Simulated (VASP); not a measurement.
Input of a VASP 6.6.1 run:

INCAR

```
SYSTEM = SrTiO3
ALGO = Normal ; EDIFF = 1E-8
ENCUT = 520 ; GGA = PE
ISIF = 2 ; ISMEAR = -1
LASPH = .True. ; LCHARG = .False.
LEFG = .True. ; LREAL = .False.
LWAVE = .False. ; NBANDS = 28
NELM = 60 ; PREC = Accurate
SIGMA = 0.05
```

Contents of KPOINTS:

```
k-points
0
Gamma
  7 7 7
  0 0 0
```

The input POSCAR:

```
SrTiO3
1.0
    3.8659500000      0.0000000000      0.0000000000
    0.0000000000      3.8659500000      0.0000000000
    0.0000000000      0.0000000000      3.9050000000
Sr Ti O
1 1 3
Direct
    0.0000000000      0.0000000000      0.0000000000
    0.5000000000      0.5000000000      0.5000000000
    0.0000000000      0.5000000000      0.5000000000
    0.5000000000      0.0000000000      0.5000000000
    0.5000000000      0.5000000000      0.0000000000
```

Potentials or basis: VASP PAW PBE potentials, release 64 (Sr_sv, Ti_sv, O).

The run is started by

```sh
$ cat potpaw_PBE.64/Sr_sv/POTCAR potpaw_PBE.64/Ti_sv/POTCAR potpaw_PBE.64/O/POTCAR > POTCAR
$ mpirun -np 1 vasp_std > vasp.out
```

Q: Predict the band gap on the k mesh.

A: 1.95 eV, indirect (least direct gap 2.23 eV).

Q: Predict the pressure.

A: 9.0 GPa.

Electric field gradients, principal values (V/Å²):
```csv
atom,least,middle,greatest (by size)
1 Sr,-0.738,-0.738,1.475
2 Ti,-5.089,-5.089,10.179
3 O,-2.179,-5.690,7.869
4 O,-2.179,-5.690,7.869
5 O,-6.181,-6.181,12.361
```

Caveat: the cell differs from its parent crystal (equal xx and yy strain of -1 %); without QUAD_EFG the Cq values of the log hold for a quadrupole moment of 1 mb, not for the nuclei. A k mesh can miss the band edges.
